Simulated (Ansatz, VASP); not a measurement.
## Two plane-wave programs on F

File INCAR:

```
SYSTEM = F
PREC = Accurate
ENCUT = 520
EDIFF = 1E-6
ISMEAR = 0
SIGMA = 0.05
LREAL = .FALSE.
LASPH = .TRUE.
NELM = 60
ALGO = Normal
ISIF = 2
LWAVE = .FALSE.
LCHARG = .FALSE.
GGA = PS
NBANDS = 22
```

File KPOINTS:

```
regular mesh
0
G
  4 4 2
  0 0 0
```

POSCAR

```
F
1.0
    3.2766061123     -1.7946991622     -0.2527201302
    3.2766061123      1.7946991622     -0.2527201302
   -2.4902405420      0.0000000000      7.1982492859
F
4
Direct
    0.0848459664      0.0848459664      0.0940038325
    0.9151540336      0.9151540336      0.9059961675
    0.5015719855      0.5015719855      0.5937195244
    0.4984280145      0.4984280145      0.4062804756
```

Input for Ansatz:

```yaml
crystal:
  lattice:
    - [3.2766061123, -1.7946991622, -0.2527201302]
    - [3.2766061123, 1.7946991622, -0.2527201302]
    - [-2.490240542, 0.0, 7.1982492859]
  atoms:
    - { symbol: F, position: [0.0848459664, 0.0848459664, 0.0940038325] }
    - { symbol: F, position: [0.9151540336, 0.9151540336, 0.9059961675] }
    - { symbol: F, position: [0.5015719855, 0.5015719855, 0.5937195244] }
    - { symbol: F, position: [0.4984280145, 0.4984280145, 0.4062804756] }
basis:
  ecutwfc: 520.0
kpoints:
  mp_grid: { grid: [4, 4, 2] }
hamiltonian:
  xc: pbesol
scf:
  occupations: { method: gaussian, width: 0.05 }
output:
  forces: true
  stress: true
  eigenvalues: true
```

Change from the starting cell: volume 20.600 Å^3 an atom, stretch along a over the lengths across it, relative to the relaxed cell 1.0493.

Alike in both runs: task single point; functional PBEsol; k mesh 4 × 4 × 2; occupations gaussian, width 0.05 eV; no spin polarisation.

|  | VASP | Ansatz |
| --- | --- | --- |
| version | VASP 6.6.1 | Ansatz 0.2.0 |
| potentials or method | VASP PAW PBE potentials, release 64 (F), cutoff 520 eV | scalar-relativistic, plane waves, PAW |
| valence electrons in the cell | 28 | 28 |

|  | VASP | Ansatz | Ansatz less VASP |
| --- | --- | --- | --- |
| gap on the k mesh at the Fermi level (eV) | 2.85 | 2.92 | +0.075 |
| least direct gap on the mesh (eV) | 2.92 | 3.00 | +0.075 |
| pressure (GPa) | -1.1 | -1.4 | -0.27 |
| traceless stress, the component that is largest in VASP (GPa) | -0.87 | -2.02 | -1.155 |
| rms of the force components (eV/Å) | 0.175 | 0.401 | +0.2260 |

VASP's potentials were made for PBE, not for PBEsol. Atom by atom the forces differ by 0.226 eV/Å (rms over components). One of these differences is far larger than is usual between the two programs; its cause wasn't traced.

The k mesh is coarse, so the values compare programs but aren't converged.
